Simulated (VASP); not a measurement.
Crystal: Zr3As4.

```xyz
7
Lattice="6.1603 0.0000 0.0000 0.0000 6.1603 0.0000 0.0000 0.0000 6.1603" Properties=species:S:1:pos:R:3 pbc="T T T"
Zr    0.0000    0.0000    3.0802
Zr    0.0000    3.0802    0.0000
Zr    3.0802    0.0000    0.0000
As    1.5401    1.5401    1.5401
As    1.5401    4.6202    4.6202
As    4.6202    1.5401    4.6202
As    4.6202    4.6202    1.5401
```

This cell differs from its parent crystal: atoms taken out.

```yaml
Program: VASP 6.6.1
Task: relaxation of cell and atoms
Functional: PBE
Potentials_or_basis: VASP PAW PBE potentials, release 64 (Zr_sv, As)
Cutoff: 500 eV
k_mesh: 6 × 6 × 6
Occupations: gaussian, width 0.02 eV
Spin: no spin polarisation
```

At the start: pressure -3.7 GPa; volume 33.40 Å³/atom.

Q: How do energy, volume and symmetry change on relaxing?

A: Over 12 steps the energy falls by 43.7 meV/atom and the volume is 29.12 Å³/atom (-12.8 %); space group P-43m (No. 215, to 0.1 Å) before and after.

The path:
| step | energy change (eV) | largest force (eV/Å) | pressure (GPa) | volume (Å³) |
| --- | --- | --- | --- | --- |
| 1 | 0.0000 | 0.1950 | -3.72 | 233.78 |
| 2 | -0.0853 | 0.6205 | 3.24 | 208.50 |
| 3 | -0.1884 | 0.2483 | -0.08 | 218.72 |
| 4 | -0.1884 | 0.2581 | 0.01 | 218.42 |
| 5 | -0.1996 | 0.2503 | 0.01 | 217.60 |
| 6 | -0.2310 | 0.2223 | 0.01 | 215.14 |
| 7 | -0.2801 | 0.1411 | -0.03 | 210.28 |
| 8 | -0.2959 | 0.1328 | -0.22 | 200.78 |
| 9 | -0.3057 | 0.0078 | -0.11 | 204.84 |
| 10 | -0.3061 | 0.0113 | -0.12 | 204.22 |
| 11 | -0.3004 | 0.0930 | 0.79 | 201.30 |
| 12 | -0.3062 | 0.0032 | 0.00 | 203.81 |

Final structure:
```yaml
crystal:
  lattice:
    - [5.88497, 0.00000, 0.00000]
    - [0.00000, 5.88497, 0.00000]
    - [0.00000, 0.00000, 5.88497]
  atoms:
    - { symbol: Zr, position: [0.00000, 0.00000, 0.50000] }
    - { symbol: Zr, position: [0.00000, 0.50000, 0.00000] }
    - { symbol: Zr, position: [0.50000, 0.00000, 0.00000] }
    - { symbol: As, position: [0.26834, 0.26834, 0.26834] }
    - { symbol: As, position: [0.26834, 0.73166, 0.73166] }
    - { symbol: As, position: [0.73166, 0.26834, 0.73166] }
    - { symbol: As, position: [0.73166, 0.73166, 0.26834] }
```

Caveat: the cell differs from its parent crystal (atoms taken out).
